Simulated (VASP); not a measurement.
# LiCaF3 (Pm-3m) in VASP: notebook

Aim: see how the results for LiCaF3 move with the level of theory and the settings. Levels: revPBE, r2SCAN. Tasks: single point.

Everything below comes from runs of VASP 6.6.1. Logs are shortened: lines on timing, memory, paths and dates and some standing lists are left out, and cuts for length are marked.

### 1 The cell of the first run

The structure is cubic, space group Pm-3m (No. 221). The conventional cell has a = 3.761 Å, b = 3.761 Å, c = 3.761 Å, α = 90.00°, β = 90.00°, γ = 90.00°. Ca (site symmetry m-3m) has 12 F at 2.66 Å and 8 Li at 3.26 Å within 3.5 Å. F (site symmetry 4/mmm) has 2 Li at 1.88 Å within 2.5 Å. Within 2.5 Å of Li (site symmetry m-3m) lie 6 F at 1.88 Å.

### 2 Single point, revPBE

File INCAR:

```
PREC     = Accurate       # precision mode
ENCUT    = 520            # plane-wave cutoff, eV
EDIFF    = 1E-6           # SCF threshold, eV
ISMEAR   = -1             # smearing method
SIGMA    = 0.05           # smearing width, eV
LREAL    = False          # projectors in reciprocal space
LASPH    = True           # aspherical terms in the spheres
NELM     = 100            # most SCF steps
ALGO     = Normal         # electronic algorithm
ISIF     = 2              # what is computed and relaxed
LWAVE    = False          # write WAVECAR
LCHARG   = False          # write CHGCAR
GGA      = RE             # functional
NBANDS   = 25             # bands
```

File KPOINTS:

```
regular mesh
0
Gamma
  7 7 7
```

File POSCAR:

```
LiCaF3
1.0
    3.7612440000      0.0000000000      0.0000000000
    0.0000000000      3.7612440000      0.0000000000
    0.0000000000      0.0000000000      3.7612440000
Ca F Li
1 3 1
Direct
    0.0000000000      0.0000000000      0.0000000000
    0.5000000000      0.0000000000      0.5000000000
    0.5000000000      0.5000000000      0.0000000000
    0.0000000000      0.5000000000      0.5000000000
    0.5000000000      0.5000000000      0.5000000000
```

Potentials or basis: VASP PAW PBE potentials, release 64 (Ca_sv, F, Li_sv).

On the command line:

```
$ cat potpaw_PBE.64/Ca_sv/POTCAR potpaw_PBE.64/F/POTCAR potpaw_PBE.64/Li_sv/POTCAR > POTCAR
$ mpirun -np 1 vasp_std > vasp.out
```

OUTCAR:

```text
PREC = Accurate
   ENCUT = 520
   EDIFF = 1E-6
   ISMEAR = -1
   LREAL = False
   LASPH = True
   NELM = 100
   ISIF = 2
   GGA = RE

 ion  position               nearest neighbor table
   1  0.000  0.000  0.000-
   2  0.500  0.000  0.500-   5 1.88   5 1.88
   3  0.500  0.500  0.000-   5 1.88   5 1.88
   4  0.000  0.500  0.500-   5 1.88   5 1.88
   5  0.500  0.500  0.500-   2 1.88   3 1.88   4 1.88   3 1.88   2 1.88   4 1.88

  LATTYP: Found a simple cubic cell.
 ALAT       =     3.7612440000

  Lattice vectors:

 A1 = (   3.7612440000,   0.0000000000,   0.0000000000)
 A2 = (   0.0000000000,   3.7612440000,   0.0000000000)
 A3 = (   0.0000000000,   0.0000000000,   3.7612440000)

Analysis of symmetry for initial positions (statically):
=====================================================================
 Subroutine PRICEL returns:
 Original cell was already a primitive cell.

 Routine SETGRP: Setting up the symmetry group for a
 simple cubic supercell.

 Subroutine GETGRP returns: Found 48 space group operations
 (whereof 48 operations were pure point group operations)
 out of a pool of 48 trial point group operations.

The static configuration has the point symmetry O_h .

Analysis of symmetry for dynamics (positions and initial velocities):
=====================================================================
 Subroutine PRICEL returns:
 Original cell was already a primitive cell.

 Routine SETGRP: Setting up the symmetry group for a
 simple cubic supercell.

 Subroutine GETGRP returns: Found 48 space group operations
 (whereof 48 operations were pure point group operations)
 out of a pool of 48 trial point group operations.

The dynamic configuration has the point symmetry O_h .

 Subroutine INISYM returns: Found 48 space group operations
 (whereof 48 operations are pure point group operations),
 and found     1 'primitive' translations

----------------------------------------------------------------------------------------

                                     Primitive cell

  volume of cell :      53.2102

  direct lattice vectors                    reciprocal lattice vectors
     3.761244000  0.000000000  0.000000000     0.265869484  0.000000000  0.000000000
     0.000000000  3.761244000  0.000000000     0.000000000  0.265869484  0.000000000
     0.000000000  0.000000000  3.761244000     0.000000000  0.000000000  0.265869484

[... 83 lines left out ...]
   NELM   =    100;   NELMIN=  2; NELMDL= -5     # of ELM steps
   EDIFF  = 0.1E-05   stopping-criterion for ELM
   LREAL  =      F    real-space projection
   EDIFFG = 0.1E-04   stopping-criterion for IOM
   NSW    =      0    number of steps for IOM
   IBRION =     -1    ionic relax: 0-MD 1-quasi-New 2-CG
   NFREE  =      0    steps in history (QN), initial steepest desc. (CG)
   ISIF   =      2    stress and relaxation
   ISYM   =      2    0-nonsym 1-usesym 2-fastsym
   POTIM  = 0.5000    time-step for ionic-motion
   TEBEG  =    0.0;   TEEND  =   0.0 temperature during run
   PSTRESS=    0.0 pullay stress
   NELECT =      34.0000    total number of electrons
   NUPDOWN=      -1.0000    fix difference up-down
   EMIN   =  10.00;   EMAX   =-10.00  energy-range for DOS
   EFERMI =   0.00;   METHOD = LEGACY
   ISMEAR =    -1;   SIGMA  =   0.05  broadening in eV -4-tet -1-fermi 0-gaus
   EFERMI_NEDOS =   21; number of points for ismear=-14 and -15
   IALGO  =     38    algorithm
   IMIX   =      4    mixing-type and parameters
     AMIX     =   0.40;   BMIX     =  1.00
     AMIX_MAG =   1.60;   BMIX_MAG =  1.00
  volume/ion in A,a.u.               =      10.64        71.82
  Fermi-wavevector in a.u.,A,eV,Ry     =   1.410056  2.664619 27.051883  1.988257
  Thomas-Fermi vector in A             =   2.532049
   LORBIT       =      0    0 simple, 1 ext, 2 COOP (PROOUT), +10 PAW based schemes
   GGA     = RE    functional components
   LHFCALC =     F    Hartree Fock is set to
   AEXX    =    0.0000 exact exchange contribution
   IVDW    =     0    specifies the selected vdW correction
   LEPSILON=     F    determine dielectric tensor
   LRPA    =     F    only Hartree local field effects (RPA)
 non-spin polarized calculation
  energy-cutoff  :      520.00
  volume of cell :       53.21
 maximum number of plane-waves:      1442
 NGX is ok and might be reduce to    28
   NGX = 13   NGY = 13   NGZ = 13

 number of electron      33.9999946 magnetization

 Free energy of the ion-electron system (eV)
  ---------------------------------------------------
  ext. energy  EPLUGINS =         0.00000000
  ---------------------------------------------------
  free energy    TOTEN  =       -24.78885888 eV

  energy without entropy =      -24.78885888  energy(sigma->0) =      -24.78885888

 E-fermi :   1.4827     XC(G=0):  -9.9741

 val. band max:        0.1949990324   @ k =   0.4286   0.4286   0.4286
 cond. band min:       6.7908246837   @ k =   0.0000   0.0000   0.0000
 fundamental gap:      6.5958256513
 Fermi energy:         1.4826674767

 k-point     1 :       0.0000    0.0000    0.0000
  band No.  band energies     occupation
      1     -40.1677      2.00000
      2     -37.7125      2.00000
      3     -20.1339      2.00000
      4     -19.2189      2.00000
      5     -19.2189      2.00000
      6     -18.5803      2.00000
[... 549 lines left out ...]
     24      14.6964      0.00000
     25      15.0461      0.00000

------------------------ aborting loop because EDIFF is reached ----------------------------------------

  FORCE on cell =-STRESS in cart. coord.  units (eV):
  Direction    XX          YY          ZZ          XY          YZ          ZX
  --------------------------------------------------------------------------------------
  -------------------------------------------------------------------------------------
  Total        1.2123765      1.2123765      1.2123765     -0.0000000      0.0000000     -0.0000000
  in kB       36.5051008     36.5051008     36.5051008     -0.0000000      0.0000000     -0.0000000
  external PRESSURE =      36.5051008 kB  Pullay stress =       0.0000000 kB

 VOLUME and BASIS-vectors are now :
 -----------------------------------------------------------------------------
  energy-cutoff  :      520.00
  volume of cell :       53.21
      direct lattice vectors                 reciprocal lattice vectors
     3.761244000  0.000000000  0.000000000     0.265869484  0.000000000  0.000000000
     0.000000000  3.761244000  0.000000000     0.000000000  0.265869484  0.000000000
     0.000000000  0.000000000  3.761244000     0.000000000  0.000000000  0.265869484

 POSITION                                       TOTAL-FORCE (eV/Angst)
 -----------------------------------------------------------------------------------
      0.00000      0.00000      0.00000         0.000000      0.000000      0.000000
      1.88062      0.00000      1.88062         0.000000      0.000000      0.000000
      1.88062      1.88062      0.00000         0.000000      0.000000      0.000000
      0.00000      1.88062      1.88062         0.000000      0.000000      0.000000
      1.88062      1.88062      1.88062         0.000000      0.000000      0.000000
 -----------------------------------------------------------------------------------
    total drift:                                0.000000      0.000000      0.000000

  FREE ENERGIE OF THE ION-ELECTRON SYSTEM (eV)
  ---------------------------------------------------
  free  energy   TOTEN  =       -24.7888588838 eV

  energy  without entropy=      -24.7888588838  energy(sigma->0) =      -24.78885888
```

OSZICAR:

```text
N       E                     dE             d eps       ncg     rms          rms(c)
DAV:   1     0.306517837273E+03    0.30652E+03   -0.18842E+04  1000   0.145E+03
DAV:   2    -0.732390193202E+01   -0.31384E+03   -0.30262E+03  1185   0.391E+02
DAV:   3    -0.252136195515E+02   -0.17890E+02   -0.17815E+02  1350   0.929E+01
DAV:   4    -0.270390787572E+02   -0.18255E+01   -0.18234E+01  1732   0.171E+01
DAV:   5    -0.270531987222E+02   -0.14120E-01   -0.14119E-01  1226   0.175E+00    0.969E+00
DAV:   6    -0.248469579745E+02    0.22062E+01   -0.69199E+00  1150   0.172E+01    0.348E+00
DAV:   7    -0.248071594308E+02    0.39799E-01   -0.30715E-01  1363   0.381E+00    0.205E+00
DAV:   8    -0.247873057969E+02    0.19854E-01   -0.14034E-01  1188   0.343E+00    0.362E-01
DAV:   9    -0.247878587602E+02   -0.55296E-03   -0.25233E-02  1271   0.114E+00    0.196E-01
DAV:  10    -0.247889892148E+02   -0.11305E-02   -0.51454E-03  1118   0.641E-01    0.102E-01
DAV:  11    -0.247888467286E+02    0.14249E-03   -0.65538E-04  1369   0.262E-01    0.185E-02
DAV:  12    -0.247888590709E+02   -0.12342E-04   -0.49127E-05  1248   0.516E-02    0.763E-03
DAV:  13    -0.247888588838E+02    0.18710E-06   -0.44409E-06  1099   0.162E-02
   1 F= -.24788859E+02 E0= -.24788859E+02  d E =-.428315E-11
```

Wall time 9.6 s (1 thread of Intel Xeon 6975P-C (Granite Rapids), shared host); peak memory 0.16 GiB.

What came out:

```yaml
Free_energy: -24.7889 eV
Band_gap_on_the_k_mesh: 6.60 eV, indirect (least direct gap 6.66 eV)
```

Caveat: the cutoff is under 1.25 times the usual one of these potentials, so pressure, stress and relaxed cells hold a basis-set (Pulay) error; the PAW data sets were made with another functional, which shifts forces and pressure a little. revPBE gaps usually lie below the measured ones, often by a third to a half.

### 3 Single point, r2SCAN

POSCAR is that of step 2.

File INCAR.step1:

```
SYSTEM = LiCaF3
PREC = Accurate
ENCUT = 520
ISMEAR = -1
SIGMA = 0.05
LREAL = .FALSE.
LASPH = .TRUE.
NELM = 100
NBANDS = 25
GGA = PE
ALGO = Normal
EDIFF = 1E-4
LWAVE = .TRUE.
LCHARG = .FALSE.
```

File INCAR.step2:

```
SYSTEM = LiCaF3
PREC = Accurate
ENCUT = 520
EDIFF = 1E-6
ISMEAR = -1
SIGMA = 0.05
LREAL = .FALSE.
LASPH = .TRUE.
NELM = 100
ALGO = Normal
ISIF = 2
LWAVE = .FALSE.
LCHARG = .FALSE.
METAGGA = R2SCAN
LMIXTAU = .TRUE.
NBANDS = 25
ISTART = 1
```

File KPOINTS:

```
regular mesh
0
G
  7 7 7
  0 0 0
```

Potentials or basis: VASP PAW PBE potentials, release 64 (Ca_sv, F, Li_sv).

On the command line:

```
$ cat potpaw_PBE.64/Ca_sv/POTCAR potpaw_PBE.64/F/POTCAR potpaw_PBE.64/Li_sv/POTCAR > POTCAR
$ cp INCAR.step1 INCAR
$ mpirun -np 1 vasp_std > vasp.out
$ cp INCAR.step2 INCAR
$ mpirun -np 1 vasp_std > vasp.out
```

It took 40 s on 1 thread of Intel Xeon 6975P-C (Granite Rapids), shared host; peak memory 0.17 GiB.

The run converged. Its results:

* Free energy: -37.0589 eV
* Band gap on the k mesh: 7.28 eV, indirect (least direct gap 7.36 eV)

Levels at points of the mesh, in eV from the valence-band top:
```
           k point  band 14  band 15  band 16  band 17  band 18  band 19  band 20  band 21
(0.00, 0.00, 0.00)    -0.79    -0.07    -0.07    -0.07     7.28     7.28     7.86     8.96
```

Caveat: the cutoff is under 1.25 times the usual one of these potentials, so pressure, stress and relaxed cells hold a basis-set (Pulay) error; the PAW data sets were made with another functional, which shifts forces and pressure a little. A k mesh can miss the band edges.
